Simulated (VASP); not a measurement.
Here is a VASP 6.6.1 calculation.

INCAR

```
  PREC = Accurate
  ENCUT = 520
  EDIFF = 1E-7
  ISMEAR = 0
  SIGMA = 0.01
  LREAL = Auto
  LASPH = T
  NELM = 100
  ALGO = Normal
  ISIF = 2
  LWAVE = F
  LCHARG = T
  GGA = PE
  LELF = T
  LVHAR = T
  NBANDS = 178
```

The input KPOINTS:

```
Automatic mesh
0
Gamma
  2 2 2
  0.5 0.5 0.5
```

File POSCAR:

```
KTaO3
1.0
    8.0487713823      0.0000000000      0.0000000000
    0.0000000000     -8.0487713823      0.0000000000
    0.0000000000      0.0000000000     -8.0487713823
K Ta O
8 8 24
Direct
    0.2500000000      0.2500000000      0.2500000000
    0.2500000000      0.2500000000      0.7500000000
    0.2500000000      0.7500000000      0.2500000000
    0.2500000000      0.7500000000      0.7500000000
    0.7500000000      0.2500000000      0.2500000000
    0.7500000000      0.2500000000      0.7500000000
    0.7500000000      0.7500000000      0.2500000000
    0.7500000000      0.7500000000      0.7500000000
    0.0000000000      0.5000000000      0.0000000000
    0.0000000000      0.5000000000      0.5000000000
    0.0000000000      1.0000000000      0.0000000000
    0.0000000000      1.0000000000      0.5000000000
    0.5000000000      0.5000000000      0.0000000000
    0.5000000000      0.5000000000      0.5000000000
    0.5000000000      1.0000000000      0.0000000000
    0.5000000000      1.0000000000      0.5000000000
    0.0000000000      0.2500000000      0.0000000000
    0.0000000000      0.2500000000      0.5000000000
    0.0000000000      0.7500000000      0.0000000000
    0.0000000000      0.7500000000      0.5000000000
    0.5000000000      0.2500000000      0.0000000000
    0.5000000000      0.2500000000      0.5000000000
    0.5000000000      0.7500000000      0.0000000000
    0.5000000000      0.7500000000      0.5000000000
    0.0000000000      0.0000000000      0.2500000000
    0.0000000000      0.0000000000      0.7500000000
    0.0000000000      0.5000000000      0.2500000000
    0.0000000000      0.5000000000      0.7500000000
    0.5000000000      0.0000000000      0.2500000000
    0.5000000000      0.0000000000      0.7500000000
    0.5000000000      0.5000000000      0.2500000000
    0.5000000000      0.5000000000      0.7500000000
    0.2500000000      0.5000000000      0.0000000000
    0.2500000000      0.5000000000      0.5000000000
    0.2500000000      1.0000000000      0.0000000000
    0.2500000000      1.0000000000      0.5000000000
    0.7500000000      0.5000000000      0.0000000000
    0.7500000000      0.5000000000      0.5000000000
    0.7500000000      1.0000000000      0.0000000000
    0.7500000000      1.0000000000      0.5000000000
```

Potentials or basis: VASP PAW PBE potentials, release 64 (K_sv, Ta_pv, O).

The run is started by

```bash
$ cat potpaw_PBE.64/K_sv/POTCAR potpaw_PBE.64/Ta_pv/POTCAR potpaw_PBE.64/O/POTCAR > POTCAR
$ mpirun -np 1 vasp_std > vasp.out
```

Question: Predict the pressure.

Answer: 0.5 GPa.

Question: Predict the band gap on the k mesh.

Answer: 3.04 eV.

Caveat: spin-orbit coupling is left out, which moves the levels of the heavy elements. Expect the measured gap to be larger: semilocal functionals such as PBE lack the derivative discontinuity.
